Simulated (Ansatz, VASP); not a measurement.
Two plane-wave programs on TaAs

The input INCAR:

```
SYSTEM = TaAs
PREC = Accurate ; ENCUT = 520
EDIFF = 1E-6 ; ISMEAR = 0
SIGMA = 0.05 ; LREAL = .FALSE.
LASPH = .TRUE. ; NELM = 60
ALGO = Normal ; ISIF = 2
LWAVE = .FALSE. ; LCHARG = .FALSE.
GGA = PE ; NBANDS = 24
```

The input KPOINTS:

```
regular mesh
0
G
  16 16 16
  0 0 0
```

File POSCAR:

```
TaAs
1.0
   -1.7313527948      1.7313527948      5.8680907028
    1.7313527948     -1.7313527948      5.8680907028
    1.7313527948      1.7313527948     -5.8680907028
Ta As
2 2
Direct
    0.5001693557      1.0001693557      0.5000000000
    0.7501693557      0.7501693557      0.0000000000
    0.0824300643      0.5824300643      0.5000000000
    0.3324300643      0.3324300643      0.0000000000
```

Input for Ansatz:

```yaml
crystal:
  lattice:
    - [-1.7313527948, 1.7313527948, 5.8680907028]
    - [1.7313527948, -1.7313527948, 5.8680907028]
    - [1.7313527948, 1.7313527948, -5.8680907028]
  atoms:
    - { symbol: Ta, position: [0.5001693557, 1.0001693557, 0.5] }
    - { symbol: Ta, position: [0.7501693557, 0.7501693557, 0.0] }
    - { symbol: As, position: [0.0824300643, 0.5824300643, 0.5] }
    - { symbol: As, position: [0.3324300643, 0.3324300643, 0.0] }
basis:
  ecutwfc: 420
  ecutrho_ratio: 4
kpoints:
  mp_grid: { grid: [16, 16, 16] }
hamiltonian:
  xc: pbe
scf:
  occupations: { method: gaussian, width: 0.05 }
output:
  forces: true
  stress: true
  eigenvalues: true
```

Alike in both runs: task single point; functional PBE; k mesh 16 × 16 × 16; occupations gaussian, width 0.05 eV; no spin polarisation.

|  | VASP | Ansatz |
| --- | --- | --- |
| version | VASP 6.6.1 | Ansatz 0.2.0 |
| potentials or method | VASP PAW PBE potentials, release 64 (Ta_pv, As), cutoff 520 eV | scalar-relativistic, plane waves, PAW |
| valence electrons in the cell | 32 | 56 |

```tsv
	VASP	Ansatz	Ansatz less VASP
gap on the k mesh at the Fermi level (eV)	none	none	-
pressure (GPa)	0.4	0.0	-0.43
traceless stress, the component that is largest in VASP (GPa)	-0.08	-0.01	+0.066
```

A gap of «none» marks a metal or a gap that the smearing closes. VASP's potentials hold 32 valence electrons a cell and Ansatz's 56, so a difference there can come from the potentials and not from the codes.

Neither program's run includes spin-orbit coupling.
